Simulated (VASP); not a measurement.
A run of VASP 6.6.1 is set up as follows.

The input INCAR:

```
SYSTEM = Sc
ALGO = Normal
EDIFF = 1E-6
ENCUT = 500
GGA = PE
GGA_COMPAT = .False.
ISIF = 2
ISMEAR = 0
LASPH = .True.
LCHARG = .False.
LREAL = .False.
LWAVE = .False.
NBANDS = 12
NELM = 120
PREC = Accurate
SIGMA = 0.1
```

File KPOINTS:

```
k-points
0
Gamma
  16 16 16
  0 0 0
```

POSCAR

```
Sc
1.0
    0.0000000000      2.2561731450      2.2561731450
    2.2561731450      0.0000000000      2.2561731450
    2.2561731450      2.2561731450      0.0000000000
Sc
1
Direct
    0.0000000000      0.0000000000      0.0000000000
```

Potentials or basis: VASP PAW PBE potentials, release 64 (Sc_sv).

Launch:

```sh
$ cat potpaw_PBE.64/Sc_sv/POTCAR > POTCAR
$ mpirun -np 1 vasp_std > vasp.out
```

Question: Predict the band gap on the k mesh.

Answer: Zero (an odd number of electrons rules out a gap without spin polarisation).

Question: What does it give for the pressure?

Answer: 4.1 GPa.

Caveat: the cell differs from its parent crystal (strained); the cell stands under pressure.
